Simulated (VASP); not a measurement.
# CaSe in VASP: single point with PBE

Aim: the single point of CaSe with PBE.

All numbers are computed with VASP 6.6.1; they aren't measurements. Logs are shortened: lines on timing, memory, paths and dates and some standing lists are left out, and cuts for length are marked.

### Step 1. The cell of the first run

The cell holds a disordered packing, 16 atoms: a = 5.932 Å, b = 8.428 Å, c = 8.426 Å, α = 90.68°, β = 89.56°, γ = 89.58°.

### Step 2. Single point, PBE

File INCAR:

```
SYSTEM = CaSe
PREC     = Accurate       ! precision mode
ENCUT    = 520            ! plane-wave cutoff, eV
EDIFF    = 1E-6           ! SCF threshold, eV
ISMEAR   = 0              ! smearing method
SIGMA    = 0.1            ! smearing width, eV
LREAL    = Auto         
LASPH    = .True.         ! aspherical terms in the spheres
NELM     = 80             ! most SCF steps
ALGO     = Normal         ! electronic algorithm
ISIF     = 2              ! what is computed and relaxed
LWAVE    = .False.        ! write WAVECAR
LCHARG   = .True.         ! write CHGCAR
GGA      = PE             ! functional
LELF     = .True.         ! ELF
LVHAR    = .True.       
ISYM     = 0            
NBANDS   = 78             ! bands
```

File KPOINTS:

```
Automatic mesh
0
Gamma
  1 1 1
  0.25 0.25 0.25
```

File POSCAR:

```
CaSe
1.0
    5.9312209449      0.0662342264      0.0707329948
   -0.0310855428      8.4280790485     -0.0502234776
   -0.0355580593     -0.0495509252      8.4253929266
Ca Se
8 8
Direct
    0.9312026625     -0.0461928331      0.3171855830
   -0.0687038453      0.9538086112      0.8171573080
    0.4308581137      0.2038116515      0.5671831196
    0.4311492307      0.7038418974      0.0671585886
    0.4312761433      0.2038195021      0.0671713402
    0.9311188782      0.4538130611      0.8171580880
   -0.0688338735      0.4537873012      0.3171333061
    0.4313194324      0.7038112798      0.5671552725
    0.9311577244      0.7037764917      0.5671722361
    0.4313137576      0.9538131620      0.8172218124
    0.9311650441      0.7038436533      0.0672160671
    0.4309801027      0.4538102653      0.8171997573
    0.9311241355      0.2037610063      0.0671693336
    0.4312285865      0.4538082405      0.3172234522
    0.4310745953      0.9538293128      0.3172026631
   -0.0690503285      0.2038052351      0.5671819708
```

Potentials or basis: VASP PAW PBE potentials, release 64 (Ca_sv, Se).

Run with:

```sh
$ cat potpaw_PBE.64/Ca_sv/POTCAR potpaw_PBE.64/Se/POTCAR > POTCAR
$ mpirun -np 1 vasp_std > vasp.out
```

OUTCAR:

```text
SYSTEM = CaSe
   PREC = Accurate
   ENCUT = 520
   EDIFF = 1E-6
   ISMEAR = 0
   LREAL = Auto
   LASPH = .True.
   NELM = 80
   ISIF = 2
   GGA = PE
   ISYM = 0

 ion  position               nearest neighbor table
   1  0.931  0.954  0.317-  11 2.96  16 2.96  15 2.97  15 2.97
   2  0.931  0.954  0.817-  13 2.96   9 2.96  10 2.97  10 2.97
   3  0.431  0.204  0.567-  15 2.96  12 2.96  16 2.97  16 2.97
   4  0.431  0.704  0.067-  12 2.96  15 2.96  11 2.97  11 2.97
   5  0.431  0.204  0.067-  10 2.96  14 2.96  13 2.97  13 2.97
   6  0.931  0.454  0.817-  16 2.96  11 2.96  12 2.97  12 2.97
   7  0.931  0.454  0.317-  13 2.96   9 2.96  14 2.97  14 2.97
   8  0.431  0.704  0.567-  14 2.96  10 2.96   9 2.97   9 2.97
   9  0.931  0.704  0.567-   2 2.96   7 2.96   8 2.97   8 2.97
  10  0.431  0.954  0.817-   5 2.96   8 2.96   2 2.97   2 2.97
  11  0.931  0.704  0.067-   1 2.96   6 2.96   4 2.97   4 2.97
  12  0.431  0.454  0.817-   4 2.96   3 2.96   6 2.97   6 2.97
  13  0.931  0.204  0.067-   2 2.96   7 2.96   5 2.97   5 2.97
  14  0.431  0.454  0.317-   8 2.96   5 2.96   7 2.97   7 2.97
  15  0.431  0.954  0.317-   3 2.96   4 2.96   1 2.97   1 2.97
  16  0.931  0.204  0.567-   6 2.96   1 2.96   3 2.97   3 2.97

IMPORTANT INFORMATION: All symmetrisations will be switched off!
NOSYMM: (Re-)initialisation of all symmetry stuff for point group C_1.

----------------------------------------------------------------------------------------

                                     Primitive cell

  volume of cell :     421.1993

  direct lattice vectors                    reciprocal lattice vectors
     5.931220945  0.066234226  0.070732995     0.168583831  0.000626055  0.000715164
    -0.031085543  8.428079049 -0.050223478    -0.001333227  0.118650206  0.000692172
    -0.035558059 -0.049550925  8.425392927    -0.001423245  0.000702014  0.118686949

  length of vectors
     5.932012477  8.428286015  8.425613665     0.168586510  0.118659716  0.118697558

  position of ions in fractional coordinates (direct lattice)
     0.931202662  0.953807167  0.317185583
     0.931296155  0.953808611  0.817157308
     0.430858114  0.203811651  0.567183120
     0.431149231  0.703841897  0.067158589
     0.431276143  0.203819502  0.067171340
     0.931118878  0.453813061  0.817158088
     0.931166127  0.453787301  0.317133306
     0.431319432  0.703811280  0.567155273
     0.931157724  0.703776492  0.567172236
     0.431313758  0.953813162  0.817221812
     0.931165044  0.703843653  0.067216067
     0.430980103  0.453810265  0.817199757
     0.931124135  0.203761006  0.067169334
     0.431228586  0.453808241  0.317223452
     0.431074595  0.953829313  0.317202663
     0.930949672  0.203805235  0.567181971

  ion indices of the primitive-cell ions
   primitive index   ion index
                 1           1
                 2           2
                 3           3
                 4           4
                 5           5
                 6           6
                 7           7
                 8           8
                 9           9
                10          10
                11          11
                12          12
                13          13
                14          14
                15          15
                16          16

----------------------------------------------------------------------------------------

 KPOINTS: Automatic mesh

Automatic generation of k-mesh.
 Grid dimensions read from file:
 generate k-points for:    1    1    1

 Generating k-lattice:

  Cartesian coordinates                     Fractional coordinates (reciprocal lattice)
     0.168583831  0.000626055  0.000715164     1.000000000  0.000000000 -0.000000000
    -0.001333227  0.118650206  0.000692172    -0.000000000  1.000000000  0.000000000
    -0.001423245  0.000702014  0.118686949     0.000000000  0.000000000  1.000000000

  Length of vectors
     0.168586510  0.118659716  0.118697558

  Shift w.r.t. Gamma in fractional coordinates (k-lattice)
     0.250000000  0.250000000  0.250000000

 Subroutine IBZKPT returns following result:
 ===========================================

 Found      1 irreducible k-points:

 Following reciprocal coordinates:
            Coordinates               Weight
  0.250000  0.250000  0.250000      2.000000
   k-points           NKPTS =      1   k-points in BZ     NKDIM =      1   number of bands    NBANDS=     78
   number of dos      NEDOS =    301   number of ions     NIONS =     16
   total plane-waves  NPLWV = 196608
   dimension x,y,z NGX =    48 NGY =   64 NGZ =   64
   dimension x,y,z NGXF=    96 NGYF=  128 NGZF=  128
   ions per type =               8   8
   NGX,Y,Z   is equivalent  to a cutoff of  13.45, 12.62, 12.63 a.u.
   NGXF,Y,Z  is equivalent  to a cutoff of  26.90, 25.25, 25.26 a.u.
 SYSTEM =  CaSe
   PREC   = accura    normal or accurate (medium, high low for compatibility)
   ISTART =      0    job   : 0-new  1-cont  2-samecut
   ICHARG =      2    charge: 1-file 2-atom 10-const
   ISPIN  =      1    spin polarized calculation?
   LNONCOLLINEAR =      F non collinear calculations
   LSORBIT =      F    spin-orbit coupling
   LASPH  =      T    aspherical Exc in radial PAW
   ENCUT  =  520.0 eV  38.22 Ry    6.18 a.u.  11.03 15.67 15.67*2*pi/ulx,y,z
   NELM   =     80;   NELMIN=  2; NELMDL= -5     # of ELM steps
   EDIFF  = 0.1E-05   stopping-criterion for ELM
   LREAL  =      T    real-space projection
   EDIFFG = 0.1E-04   stopping-criterion for IOM
   NSW    =      0    number of steps for IOM
   IBRION =     -1    ionic relax: 0-MD 1-quasi-New 2-CG
   NFREE  =      0    steps in history (QN), initial steepest desc. (CG)
   ISIF   =      2    stress and relaxation
   ISYM   =      0    0-nonsym 1-usesym 2-fastsym
   POTIM  = 0.5000    time-step for ionic-motion
   TEBEG  =    0.0;   TEEND  =   0.0 temperature during run
   PSTRESS=    0.0 pullay stress
   NELECT =     128.0000    total number of electrons
   NUPDOWN=      -1.0000    fix difference up-down
   EMIN   =  10.00;   EMAX   =-10.00  energy-range for DOS
   EFERMI =   0.00;   METHOD = LEGACY
   ISMEAR =     0;   SIGMA  =   0.10  broadening in eV -4-tet -1-fermi 0-gaus
   EFERMI_NEDOS =   21; number of points for ismear=-14 and -15
   IALGO  =     38    algorithm
   IMIX   =      4    mixing-type and parameters
     AMIX     =   0.40;   BMIX     =  1.00
     AMIX_MAG =   1.60;   BMIX_MAG =  1.00
  volume/ion in A,a.u.               =      26.32       177.65
  Fermi-wavevector in a.u.,A,eV,Ry     =   1.100649  2.079926 16.482489  1.211429
  Thomas-Fermi vector in A             =   2.237064
   LORBIT       =      0    0 simple, 1 ext, 2 COOP (PROOUT), +10 PAW based schemes
   GGA     = PE    functional components
   LHFCALC =     F    Hartree Fock is set to
   AEXX    =    0.0000 exact exchange contribution
   IVDW    =     0    specifies the selected vdW correction
   LEPSILON=     F    determine dielectric tensor
   LRPA    =     F    only Hartree local field effects (RPA)
 non-spin polarized calculation
 Gauss-broadening in eV      SIGMA  =   0.10
  energy-cutoff  :      520.00
  volume of cell :      421.20
 maximum number of plane-waves:     11341
 NGX is ok and might be reduce to    48
   NGX = 23   NGY = 31   NGZ = 31

 number of electron     128.0000000 magnetization

 Free energy of the ion-electron system (eV)
  ---------------------------------------------------
  ext. energy  EPLUGINS =         0.00000000
  ---------------------------------------------------
  free energy    TOTEN  =       -76.08575650 eV

  energy without entropy =      -76.08575650  energy(sigma->0) =      -76.08575650

 E-fermi :   2.3514     XC(G=0):  -9.0827

 val. band max:        1.8086965350   @ k =   0.2500   0.2500   0.2500
 cond. band min:       5.3252187375   @ k =   0.2500   0.2500   0.2500
 fundamental gap:      3.5165222024
 Fermi energy:         2.3514016815

 k-point     1 :       0.2500    0.2500    0.2500
  band No.  band energies     occupation
      1     -37.4546      2.00000
      2     -37.4517      2.00000
      3     -37.4516      2.00000
      4     -37.4498      2.00000
      5     -37.4496      2.00000
      6     -37.4495      2.00000
      7     -37.4493      2.00000
      8     -37.4489      2.00000
      9     -18.5322      2.00000
     10     -18.5321      2.00000
     11     -18.5269      2.00000
     12     -18.5267      2.00000
     13     -18.5203      2.00000
     14     -18.5202      2.00000
     15     -18.5175      2.00000
     16     -18.4985      2.00000
     17     -18.4868      2.00000
     18     -18.4865      2.00000
     19     -18.4796      2.00000
     20     -18.4796      2.00000
     21     -18.4777      2.00000
     22     -18.4686      2.00000
     23     -18.4678      2.00000
     24     -18.4676      2.00000
     25     -18.4662      2.00000
     26     -18.4662      2.00000
     27     -18.4640      2.00000
     28     -18.4628      2.00000
     29     -18.4627      2.00000
     30     -18.4541      2.00000
     31     -18.4541      2.00000
     32     -18.4479      2.00000
     33      -9.2047      2.00000
     34      -8.9264      2.00000
     35      -8.9261      2.00000
     36      -8.8483      2.00000
     37      -8.8471      2.00000
     38      -8.7984      2.00000
     39      -8.7749      2.00000
     40      -8.7748      2.00000
     41      -0.4478      2.00000
     42      -0.4476      2.00000
     43      -0.2359      2.00000
     44      -0.2355      2.00000
     45      -0.1501      2.00000
     46      -0.1493      2.00000
     47       0.0833      2.00000
     48       0.2997      2.00000
     49       0.7444      2.00000
     50       0.7446      2.00000
     51       0.8181      2.00000
     52       1.0843      2.00000
     53       1.0885      2.00000
     54       1.1288      2.00000
     55       1.1294      2.00000
     56       1.1484      2.00000
     57       1.1496      2.00000
     58       1.2167      2.00000
     59       1.2181      2.00000
     60       1.2871      2.00000
     61       1.3905      2.00000
     62       1.3912      2.00000
     63       1.8004      2.00000
     64       1.8087      2.00000
     65       5.3252      0.00000
     66       5.3295      0.00000
     67       5.6230      0.00000
     68       5.9946      0.00000
     69       5.9956      0.00000
     70       6.2574      0.00000
     71       6.4076      0.00000
     72       6.4220      0.00000
     73       6.7566      0.00000
     74       6.7569      0.00000
     75       6.7978      0.00000
     76       7.0587      0.00000
 [bands above 76 left out]

------------------------ aborting loop because EDIFF is reached ----------------------------------------

  FORCE on cell =-STRESS in cart. coord.  units (eV):
  Direction    XX          YY          ZZ          XY          YZ          ZX
  --------------------------------------------------------------------------------------
  -------------------------------------------------------------------------------------
  Total        0.3155485      0.4895000      0.5811046     -0.0298881      0.1044077     -0.0678112
  in kB        1.2002981      1.8619829      2.2104327     -0.1136899      0.3971509     -0.2579434
  external PRESSURE =       1.7575712 kB  Pullay stress =       0.0000000 kB

 VOLUME and BASIS-vectors are now :
 -----------------------------------------------------------------------------
  energy-cutoff  :      520.00
  volume of cell :      421.20
      direct lattice vectors                 reciprocal lattice vectors
     5.931220945  0.066234226  0.070732995     0.168583831  0.000626055  0.000715164
    -0.031085543  8.428079049 -0.050223478    -0.001333227  0.118650206  0.000692172
    -0.035558059 -0.049550925  8.425392927    -0.001423245  0.000702014  0.118686949

 POSITION                                       TOTAL-FORCE (eV/Angst)
 -----------------------------------------------------------------------------------
      5.48224      8.08472      2.69038        -0.004654     -0.000765     -0.004169
      5.46502      8.05997      6.90284        -0.003269     -0.001502     -0.004332
      2.52901      1.71817      4.79898         0.001734     -0.000952     -0.003940
      2.53297      5.95726      0.56098        -0.001941     -0.001725     -0.003183
      2.54927      1.74304      0.58621        -0.005010     -0.000958     -0.003608
      5.47951      3.84595      6.92795        -0.004060     -0.000859     -0.003378
      5.49757      3.87052      2.71505        -0.001410     -0.000729     -0.003505
      2.51621      5.93224      4.77367        -0.005438     -0.000819     -0.003530
      5.48086      5.96505      4.80917         0.004718      0.002337      0.004663
      2.49951      8.02689      6.86802        -0.000799      0.000029      0.002135
      5.49868      5.99039      0.59684         0.001686     -0.000550      0.002184
      2.51307      3.81280      6.89292         0.005236      0.001291      0.005358
      5.51398      1.77566      0.62156         0.005051      0.003162      0.004978
      2.53233      3.83758      2.68044         0.000100      0.000542      0.002414
      2.51587      8.05178      2.65514         0.004633      0.001092      0.004061
      5.49516      1.75124      4.83434         0.003423      0.000404      0.003851
 -----------------------------------------------------------------------------------
    total drift:                                0.036471      0.014943      0.070419

  FREE ENERGIE OF THE ION-ELECTRON SYSTEM (eV)
  ---------------------------------------------------
  free  energy   TOTEN  =       -76.0857564990 eV

  energy  without entropy=      -76.0857564990  energy(sigma->0) =      -76.08575650
```

It took 38 s on 1 thread of Intel Xeon 6975P-C (Granite Rapids), shared host; peak memory 0.45 GiB.

What came out:

```
Free energy   : -76.0858 eV
Pressure      : 0.2 GPa
Largest force : 0.008 eV/Å
```

Forces in eV/Å, atoms in the order of the input:
```
Ca  -0.005 -0.001 -0.004
Ca  -0.003 -0.002 -0.004
Ca   0.002 -0.001 -0.004
Ca  -0.002 -0.002 -0.003
Ca  -0.005 -0.001 -0.004
Ca  -0.004 -0.001 -0.003
Ca  -0.001 -0.001 -0.004
Ca  -0.005 -0.001 -0.004
Se   0.005  0.002  0.005
Se  -0.001  0.000  0.002
Se   0.002 -0.001  0.002
Se   0.005  0.001  0.005
Se   0.005  0.003  0.005
Se   0.000  0.001  0.002
Se   0.005  0.001  0.004
Se   0.003  0.000  0.004
```

Stress tensor (GPa, compression positive):
```
 0.12 -0.01 -0.03
-0.01  0.19  0.04
-0.03  0.04  0.22
```

Levels at points of the mesh, in eV from the Fermi level:
```tsv
k point	band 60	band 61	band 62	band 63	band 64	band 65	band 66	band 67	band 68	band 69
(0.25, 0.25, 0.25)	-1.06	-0.96	-0.96	-0.55	-0.54	2.97	2.98	3.27	3.64	3.64
```

Caveat: the k points lie up to 1.06 Å⁻¹ apart, too coarse for converged energies, forces and pressures.
